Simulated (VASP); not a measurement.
# ZnSe: single point with LDA

The system is ZnSe.

```
Zn Se
1.0
     2.81160    2.81160    0.00000
    -2.81160    2.81160    0.00000
     0.00000    2.81160    2.74984
Zn Se
1 1
Direct
  0.00000 0.00000 0.00000
  0.75000 0.25000 0.50000
```

This cell differs from its parent crystal: film at in-plane strain +0.01.

```json
{
  "Program": "VASP 6.6.1",
  "Task": "single point",
  "Functional": "LDA",
  "Potentials or basis": "VASP PAW LDA potentials, release 64 (Zn, Se)",
  "Cutoff": "520 eV",
  "k mesh": "8 × 8 × 8",
  "Occupations": "gaussian, width 0.01 eV",
  "Spin": "no spin polarisation"
}
```

```
Pressure               : -0.2 GPa
Band gap on the k mesh : 1.20 eV, direct
```

Stress tensor (GPa, compression positive):
```
-0.46  0.00  0.00
 0.00 -0.46  0.00
 0.00  0.00  0.35
```

Levels at points of the mesh, in eV from the valence-band top:
```tsv
k point	band 7	band 8	band 9	band 10	band 11	band 12
(0.00, 0.00, 0.00)	-0.08	-0.08	0.00	1.20	5.63	5.64
(0.50, 0.00, 0.00)	-5.64	-1.06	-0.93	2.39	6.13	6.32
(0.50, 0.50, 0.00)	-5.13	-2.40	-2.36	2.69	3.34	10.73
(0.00, 0.00, 0.50)	-4.99	-2.51	-2.51	2.58	3.12	10.95
```

It took 17 s on 1 thread of Intel(R) Xeon(R) 6975P-C (Granite Rapids), with other jobs on the host, peak memory 0.17 GiB.

Caveat: the cell differs from its parent crystal (film at in-plane strain +0.01).
